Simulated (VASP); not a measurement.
# Ca (Fm-3m) in VASP: a series of runs

Ca is run at these levels: LDA, PBEsol, r2SCAN; tasks: electric field gradients.

Program: VASP 6.6.1. These are calculated values, not measurements. Logs are shortened: lines on timing, memory, paths and dates and some standing lists are left out, and cuts for length are marked.

## 1. The cell of the first run

Symmetry: Fm-3m, No. 225, cubic system. The conventional cell has a = 5.513 Å, b = 5.513 Å, c = 5.513 Å, α = 90.00°, β = 90.00°, γ = 90.00°. Ca (site symmetry m-3m) has 12 Ca at 3.90 Å within 5.1 Å.

## 2. Electric field gradients, LDA (41.89 Å³/atom)

The input, INCAR:

```
SYSTEM = Ca
PREC = Accurate
ENCUT = 400
EDIFF = 1E-8
ISMEAR = -1
SIGMA = 0.08
LREAL = .FALSE.
LASPH = .TRUE.
NELM = 120
ALGO = Normal
ISIF = 2
LWAVE = .FALSE.
LCHARG = .FALSE.
LEFG = .TRUE.
NBANDS = 11
GGA_COMPAT = .FALSE.
```

The input, KPOINTS:

```
regular mesh
0
G
  11 11 11
  0 0 0
```

The input, POSCAR:

```
Ca
1.0
    0.0000000000      2.7564359112      2.7564359112
    2.7564359112      0.0000000000      2.7564359112
    2.7564359112      2.7564359112      0.0000000000
Ca
1
Direct
    0.0000000000      0.0000000000      0.0000000000
```

Potentials or basis: VASP PAW LDA potentials, release 64 (Ca_sv).

Started as:

```bash
$ cat potpaw_LDA.64/Ca_sv/POTCAR > POTCAR
$ mpirun -np 1 vasp_std > vasp.out
```

OUTCAR:

```text
SYSTEM = Ca
   PREC = Accurate
   ENCUT = 400
   EDIFF = 1E-8
   ISMEAR = -1
   LREAL = .FALSE.
   LASPH = .TRUE.
   NELM = 120
   ISIF = 2

 ion  position               nearest neighbor table
   1  0.000  0.000  0.000-

  LATTYP: Found a face centered cubic cell.
 ALAT       =     5.5128718224

  Lattice vectors:

 A1 = (   0.0000000000,   2.7564359112,   2.7564359112)
 A2 = (   2.7564359112,   0.0000000000,   2.7564359112)
 A3 = (   2.7564359112,   2.7564359112,   0.0000000000)

Analysis of symmetry for initial positions (statically):
=====================================================================
 Subroutine PRICEL returns:
 Original cell was already a primitive cell.

 Routine SETGRP: Setting up the symmetry group for a
 face centered cubic supercell.

 Subroutine GETGRP returns: Found 48 space group operations
 (whereof 48 operations were pure point group operations)
 out of a pool of 48 trial point group operations.

The static configuration has the point symmetry O_h .

Analysis of symmetry for dynamics (positions and initial velocities):
=====================================================================
 Subroutine PRICEL returns:
 Original cell was already a primitive cell.

 Routine SETGRP: Setting up the symmetry group for a
 face centered cubic supercell.

 Subroutine GETGRP returns: Found 48 space group operations
 (whereof 48 operations were pure point group operations)
 out of a pool of 48 trial point group operations.

The dynamic configuration has the point symmetry O_h .

 Subroutine INISYM returns: Found 48 space group operations
 (whereof 48 operations are pure point group operations),
 and found     1 'primitive' translations

----------------------------------------------------------------------------------------

                                     Primitive cell

  volume of cell :      41.8865

  direct lattice vectors                    reciprocal lattice vectors
     0.000000000  2.756435911  2.756435911    -0.181393661  0.181393661  0.181393661
     2.756435911  0.000000000  2.756435911     0.181393661 -0.181393661  0.181393661
     2.756435911  2.756435911  0.000000000     0.181393661  0.181393661 -0.181393661

  length of vectors
     3.898189049  3.898189049  3.898189049     0.314183036  0.314183036  0.314183036

  position of ions in fractional coordinates (direct lattice)
     0.000000000  0.000000000  0.000000000

  ion indices of the primitive-cell ions
   primitive index   ion index
                 1           1

----------------------------------------------------------------------------------------

 KPOINTS: regular mesh

Automatic generation of k-mesh.
 Grid dimensions read from file:
 generate k-points for:   11   11   11

 Generating k-lattice:

  Cartesian coordinates                     Fractional coordinates (reciprocal lattice)
    -0.016490333  0.016490333  0.016490333     0.090909091  0.000000000  0.000000000
     0.016490333 -0.016490333  0.016490333     0.000000000  0.090909091  0.000000000
     0.016490333  0.016490333 -0.016490333     0.000000000  0.000000000  0.090909091

  Length of vectors
     0.028562094  0.028562094  0.028562094

  Shift w.r.t. Gamma in fractional coordinates (k-lattice)
     0.000000000  0.000000000  0.000000000

 Subroutine IBZKPT returns following result:
 ===========================================

 Found     56 irreducible k-points:

 Following reciprocal coordinates:
            Coordinates               Weight
  0.000000  0.000000  0.000000      1.000000
  0.090909  0.000000  0.000000      8.000000
  0.181818  0.000000  0.000000      8.000000
  0.272727  0.000000  0.000000      8.000000
  0.363636  0.000000  0.000000      8.000000
  0.454545  0.000000  0.000000      8.000000
[... 16 lines left out ...]
 -0.272727  0.181818  0.000000     24.000000
 -0.181818  0.181818  0.000000     12.000000
 [... further k-points ...]
   k-points           NKPTS =     56   k-points in BZ     NKDIM =     56   number of bands    NBANDS=     11
   number of dos      NEDOS =    301   number of ions     NIONS =      1
   total plane-waves  NPLWV =  21952
   dimension x,y,z NGX =    28 NGY =   28 NGZ =   28
   dimension x,y,z NGXF=    56 NGYF=   56 NGZF=   56
   ions per type =               1
   NGX,Y,Z   is equivalent  to a cutoff of  11.94, 11.94, 11.94 a.u.
   NGXF,Y,Z  is equivalent  to a cutoff of  23.88, 23.88, 23.88 a.u.
 SYSTEM =  Ca
   PREC   = accura    normal or accurate (medium, high low for compatibility)
   ISTART =      0    job   : 0-new  1-cont  2-samecut
   ICHARG =      2    charge: 1-file 2-atom 10-const
   ISPIN  =      1    spin polarized calculation?
   LNONCOLLINEAR =      F non collinear calculations
   LSORBIT =      F    spin-orbit coupling
   LASPH  =      T    aspherical Exc in radial PAW
   ENCUT  =  400.0 eV  29.40 Ry    5.42 a.u.   6.36  6.36  6.36*2*pi/ulx,y,z
   NELM   =    120;   NELMIN=  2; NELMDL= -5     # of ELM steps
   EDIFF  = 0.1E-07   stopping-criterion for ELM
   LREAL  =      F    real-space projection
   EDIFFG = 0.1E-06   stopping-criterion for IOM
   NSW    =      0    number of steps for IOM
   IBRION =     -1    ionic relax: 0-MD 1-quasi-New 2-CG
   NFREE  =      0    steps in history (QN), initial steepest desc. (CG)
   ISIF   =      2    stress and relaxation
   ISYM   =      2    0-nonsym 1-usesym 2-fastsym
   POTIM  = 0.5000    time-step for ionic-motion
   TEBEG  =    0.0;   TEEND  =   0.0 temperature during run
   PSTRESS=    0.0 pullay stress
   NELECT =      10.0000    total number of electrons
   NUPDOWN=      -1.0000    fix difference up-down
   EMIN   =  10.00;   EMAX   =-10.00  energy-range for DOS
   EFERMI =   0.00;   METHOD = LEGACY
   ISMEAR =    -1;   SIGMA  =   0.08  broadening in eV -4-tet -1-fermi 0-gaus
   EFERMI_NEDOS =   21; number of points for ismear=-14 and -15
   IALGO  =     38    algorithm
   IMIX   =      4    mixing-type and parameters
     AMIX     =   0.40;   BMIX     =  1.00
     AMIX_MAG =   1.60;   BMIX_MAG =  1.00
  volume/ion in A,a.u.               =      41.89       282.66
  Fermi-wavevector in a.u.,A,eV,Ry     =   1.015587  1.919180 14.033267  1.031416
  Thomas-Fermi vector in A             =   2.148881
   LORBIT       =      0    0 simple, 1 ext, 2 COOP (PROOUT), +10 PAW based schemes
   GGA     = CA    functional components
   LHFCALC =     F    Hartree Fock is set to
   AEXX    =    0.0000 exact exchange contribution
   IVDW    =     0    specifies the selected vdW correction
   LEPSILON=     F    determine dielectric tensor
   LRPA    =     F    only Hartree local field effects (RPA)
 non-spin polarized calculation
  energy-cutoff  :      400.00
  volume of cell :       41.89
 maximum number of plane-waves:       775
 NGX is ok and might be reduce to    28
   NGX = 13   NGY = 13   NGZ = 13

 number of electron      10.0000000 magnetization

 number of electron       9.9999998 magnetization

 Free energy of the ion-electron system (eV)
  ---------------------------------------------------
  ext. energy  EPLUGINS =         0.00000000
  ---------------------------------------------------
  free energy    TOTEN  =        -2.20051459 eV

  energy without entropy =       -2.17396275  energy(sigma->0) =       -2.18723867

 E-fermi :   1.8118     XC(G=0):  -7.9880

 val. band max:        1.7675904729   @ k =  -0.4545   0.1818   0.0000
 cond. band min:       1.8180261093   @ k =  -0.3636   0.3636   0.0909
 fundamental gap:      0.0504356364
 Fermi energy:         1.8117914540

 k-point     1 :       0.0000    0.0000    0.0000
  band No.  band energies     occupation
      1     -39.7337      2.00000
      2     -20.9416      2.00000
      3     -20.9416      2.00000
      4     -20.9416      2.00000
      5      -2.2201      2.00000
      6       4.0347      0.00000
      7       4.0347      0.00000
      8       4.0347      0.00000
      9       5.1088      0.00000
     10       5.1088      0.00000
     11      11.0522      0.00000

 k-point     2 :       0.0909    0.0000    0.0000
  band No.  band energies     occupation
      1     -39.7325      2.00000
      2     -20.9536      2.00000
      3     -20.9432      2.00000
      4     -20.9432      2.00000
      5      -2.0773      2.00000
      6       3.8898      0.00000
      7       4.0881      0.00000
      8       4.0881      0.00000
      9       5.0649      0.00000
     10       5.0649      0.00000
     11      11.2039      0.00000
[... 295 lines left out ...]
 k-point    24 :      -0.1818    0.1818    0.0000
  band No.  band energies     occupation
      1     -39.7237      2.00000
      2     -21.0233      2.00000
      3     -20.9761      2.00000
      4     -20.9521      2.00000
      5      -0.7916      2.00000
      6       3.0650      0.00000
      7       3.8080      0.00000
      8       4.5468      0.00000
      9       4.6039      0.00000
     10       5.6021      0.00000
     11       9.2759      0.00000

 [... further k-points ...]

------------------------ aborting loop because EDIFF is reached ----------------------------------------

  FORCE on cell =-STRESS in cart. coord.  units (eV):
  Direction    XX          YY          ZZ          XY          YZ          ZX
  --------------------------------------------------------------------------------------
  -------------------------------------------------------------------------------------
  Total       -0.4168929     -0.4168929     -0.4168929      0.0000000     -0.0000000      0.0000000
  in kB      -15.9463533    -15.9463533    -15.9463533      0.0000000     -0.0000000      0.0000000
  external PRESSURE =     -15.9463533 kB  Pullay stress =       0.0000000 kB

 VOLUME and BASIS-vectors are now :
 -----------------------------------------------------------------------------
  energy-cutoff  :      400.00
  volume of cell :       41.89
      direct lattice vectors                 reciprocal lattice vectors
     0.000000000  2.756435911  2.756435911    -0.181393661  0.181393661  0.181393661
     2.756435911  0.000000000  2.756435911     0.181393661 -0.181393661  0.181393661
     2.756435911  2.756435911  0.000000000     0.181393661  0.181393661 -0.181393661

 POSITION                                       TOTAL-FORCE (eV/Angst)
 -----------------------------------------------------------------------------------
      0.00000      0.00000      0.00000         0.000000      0.000000      0.000000
 -----------------------------------------------------------------------------------
    total drift:                               -0.000000     -0.000000     -0.000000

  FREE ENERGIE OF THE ION-ELECTRON SYSTEM (eV)
  ---------------------------------------------------
  free  energy   TOTEN  =        -2.2005145894 eV

  energy  without entropy=       -2.1739627474  energy(sigma->0) =       -2.18723867

 Electric field gradients (V/A^2)
---------------------------------------------------------------------
 ion       V_xx      V_yy      V_zz      V_xy      V_xz      V_yz
---------------------------------------------------------------------
   1       0.000     0.000     0.000    -0.000    -0.000    -0.000
---------------------------------------------------------------------

 Electric field gradients after diagonalization (V/A^2)
 (convention: |V_zz| > |V_xx| > |V_yy|)
----------------------------------------------------------------------
 ion       V_xx      V_yy      V_zz     asymmetry (V_yy - V_xx)/ V_zz
----------------------------------------------------------------------
   1       0.000     0.000    -0.001       0.000
----------------------------------------------------------------------

           NMR quadrupolar parameters

 Cq : quadrupolar parameter    Cq=e*Q*V_zz/h
 eta: asymmetry parameters     (V_yy - V_xx)/ V_zz
 Q  : nuclear electric quadrupole moment in mb (millibarn)
----------------------------------------------------------------------
 ion       Cq(MHz)       eta       Q (mb)
----------------------------------------------------------------------
   1      -0.000       0.000       1.000
----------------------------------------------------------------------
```

It took 8.8 s on 1 thread of Intel Xeon 6975P-C (Granite Rapids), shared host; peak memory 0.14 GiB.

Results:

```yaml
Free_energy: -2.2005 eV
Pressure: -1.6 GPa
Band_gap_on_the_k_mesh: zero (bands 5 and 6 overlap by 0.20 eV)
Largest_electric_field_gradient_by_atom: under 0.05 V/Å² on every atom
```

[end of part 1 of 3]

The gap in the log of VASP goes by the Fermi energy; the results here count the filled bands.